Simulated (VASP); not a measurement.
The system is In2S.

```
In S
1.0
     4.70555    0.00000    0.00000
    -2.35277    4.07512    0.00000
     0.00000    0.00000    4.51575
In S
2 1
Direct
  0.33333 0.66667 0.44711
  0.66667 0.33333 0.44711
  0.00000 0.00000 0.72768
```

The cell was built from a structure type or drawn by symmetry, and may not be a known phase.

```yaml
Program: VASP 6.6.1
Task: relaxation of cell and atoms
Functional: PBE
Potentials_or_basis: VASP PAW PBE potentials, release 64 (In_d, S)
Cutoff: 600 eV
k_mesh: 6 × 6 × 4
Occupations: gaussian, width 0.1 eV
Spin: no spin polarisation
```

At the start: pressure 5.3 GPa; volume 28.86 Å³/atom.

Q: Where does the relaxation end?

A: Over 17 steps the energy falls by 109.1 meV/atom and the volume is 27.44 Å³/atom (-4.9 %); space group P6mm (No. 183, to 0.1 Å) before and after.

The path:
```csv
step,energy change (eV),largest force (eV/Å),pressure (GPa),volume (Å³)
1,0.0000,0.4909,5.35,86.59
2,-0.2274,0.1132,-1.13,99.08
3,-0.2337,0.0450,-0.48,96.91
4,-0.2464,0.0176,-0.44,95.83
5,-0.2783,0.0497,-0.33,92.52
6,-0.3099,0.0940,0.01,85.70
7,-0.3101,0.0983,0.12,84.75
8,-0.3102,0.0972,0.09,85.09
9,-0.3117,0.0779,-0.19,85.42
10,-0.3118,0.0717,-0.27,85.51
11,-0.3126,0.0723,-0.26,85.32
12,-0.3152,0.0742,-0.23,84.76
13,-0.3196,0.0711,-0.13,83.64
14,-0.3232,0.0300,0.16,81.42
15,-0.3258,0.0039,0.16,81.51
16,-0.3263,0.0251,0.13,81.57
17,-0.3273,0.0229,-0.07,82.33
```

Final structure:
```cif
data_structure
_symmetry_space_group_name_H-M 'P 1'
_symmetry_Int_Tables_number 1
_cell_length_a 5.0215
_cell_length_b 5.0215
_cell_length_c 3.7700
_cell_angle_alpha 90.000
_cell_angle_beta 90.000
_cell_angle_gamma 120.000
_cell_volume 82.33
loop_
_atom_site_label
_atom_site_type_symbol
_atom_site_fract_x
_atom_site_fract_y
_atom_site_fract_z
_atom_site_occupancy
In1 In 0.33333 0.66667 0.42048 1
In2 In 0.66667 0.33333 0.42048 1
S1 S 0.00000 0.00000 0.78095 1
```

Caveat: a cell axis changed by over 15 % at a fixed basis, so the end point is rough.
